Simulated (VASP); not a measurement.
# Si (Im-3m) in VASP: notebook, part 2 of 2

VASP 6.6.1. Earlier steps stand in the parts before.

## Step 3: Single point, PBE

INCAR reads:

```
SYSTEM = Si
ALGO     = Normal         ! electronic algorithm
EDIFF    = 1E-6           ! SCF threshold, eV
ENCUT    = 520            ! plane-wave cutoff, eV
GGA      = PE             ! functional
ISIF     = 2              ! what is computed and relaxed
ISMEAR   = -1             ! smearing method
LASPH    = .True.         ! aspherical terms in the spheres
LCHARG   = .False.        ! write CHGCAR
LREAL    = .False.        ! projectors in reciprocal space
LWAVE    = .False.        ! write WAVECAR
NBANDS   = 8              ! bands
NELM     = 60             ! most SCF steps
PREC     = Accurate       ! precision mode
SIGMA    = 0.08           ! smearing width, eV
```

KPOINTS reads:

```
k-points
0
Gamma
  18 18 18
  0 0 0
```

POSCAR reads:

```
Si
1.0
   -1.4858242879      1.4858242879      1.4858242879
    1.4858242879     -1.4858242879      1.4858242879
    1.4858242879      1.4858242879     -1.4858242879
Si
1
Direct
    0.0000000000      0.0000000000      0.0000000000
```

Potentials or basis: VASP PAW PBE potentials, release 64 (Si).

The run is started by

```
cat potpaw_PBE.64/Si/POTCAR > POTCAR
mpirun -np 1 vasp_std > vasp.out
```

OUTCAR:

```text
SYSTEM = Si
   EDIFF = 1E-6
   ENCUT = 520
   GGA = PE
   ISIF = 2
   ISMEAR = -1
   LASPH = .True.
   LREAL = .False.
   NELM = 60
   PREC = Accurate

 ion  position               nearest neighbor table
   1  0.000  0.000  0.000-

  LATTYP: Found a body centered cubic cell.
 ALAT       =     2.9716485758

  Lattice vectors:

 A1 = (  -1.4858242879,   1.4858242879,   1.4858242879)
 A2 = (   1.4858242879,  -1.4858242879,   1.4858242879)
 A3 = (   1.4858242879,   1.4858242879,  -1.4858242879)

Analysis of symmetry for initial positions (statically):
=====================================================================
 Subroutine PRICEL returns:
 Original cell was already a primitive cell.

 Routine SETGRP: Setting up the symmetry group for a
 body centered cubic supercell.

 Subroutine GETGRP returns: Found 48 space group operations
[... 9 lines left out ...]

 Routine SETGRP: Setting up the symmetry group for a
 body centered cubic supercell.

 Subroutine GETGRP returns: Found 48 space group operations
[... 11 lines left out ...]
                                     Primitive cell

[... 130 lines left out ...]
  ---------------------------------------------------
  free energy    TOTEN  =        -4.84808564 eV

  energy without entropy =       -4.83799223  energy(sigma->0) =       -4.84303893

 E-fermi :  11.3716     XC(G=0): -11.5956

 val. band max:       11.3561934783   @ k =   0.2222   0.2222   0.0000
 cond. band min:      11.3966938407   @ k =  -0.3333   0.4444   0.1667
 fundamental gap:      0.0405003624
 Fermi energy:        11.3715858358

 k-point     1 :       0.0000    0.0000    0.0000
  band No.  band energies     occupation
      1      -3.8644      2.00000
      2      24.2630      0.00000
      3      24.2630      0.00000
      4      24.2630      0.00000
      5      24.4201      0.00000
      6      24.4201      0.00000
      7      24.4201      0.00000
      8      28.3615      0.00000
[... 243 lines left out ...]
 k-point    24 :       0.3889    0.1111   -0.0000
  band No.  band energies     occupation
      1       2.8434      2.00000
      2       6.3575      2.00000
      3      14.7321      0.00000
      4      17.9729      0.00000
      5      22.1756      0.00000
      6      24.9747      0.00000
      7      30.5050      0.00000
      8      32.9280      0.00000

 [... further k-points ...]
[... 5 lines left out ...]
  --------------------------------------------------------------------------------------
  -------------------------------------------------------------------------------------
  Total        1.0577006      1.0577006      1.0577006      0.0000000      0.0000000      0.0000000
  in kB      129.1549256    129.1549256    129.1549256      0.0000000      0.0000000      0.0000000
  external PRESSURE =     129.1549256 kB  Pullay stress =       0.0000000 kB

 VOLUME and BASIS-vectors are now :
 -----------------------------------------------------------------------------
  energy-cutoff  :      520.00
  volume of cell :       13.12
      direct lattice vectors                 reciprocal lattice vectors
    -1.485824288  1.485824288  1.485824288     0.000000000  0.336513546  0.336513546
     1.485824288 -1.485824288  1.485824288     0.336513546  0.000000000  0.336513546
     1.485824288  1.485824288 -1.485824288     0.336513546  0.336513546  0.000000000

 POSITION                                       TOTAL-FORCE (eV/Angst)
 -----------------------------------------------------------------------------------
      0.00000      0.00000      0.00000         0.000000      0.000000     -0.000000
 -----------------------------------------------------------------------------------
    total drift:                                0.000000      0.000000     -0.000000

  FREE ENERGIE OF THE ION-ELECTRON SYSTEM (eV)
  ---------------------------------------------------
  free  energy   TOTEN  =        -4.8480856424 eV

  energy  without entropy=       -4.8379922276  energy(sigma->0) =       -4.84303893
```

It took 8.4 s on 1 thread of Intel Xeon Platinum 8488C (Sapphire Rapids), shared host; peak memory 0.13 GiB.

Results:

```
Free energy            : -4.8481 eV
Pressure               : 12.9 GPa
Band gap on the k mesh : zero (band 2 reaches 24.26 eV, above the bottom of band 3 at 6.94 eV)
```
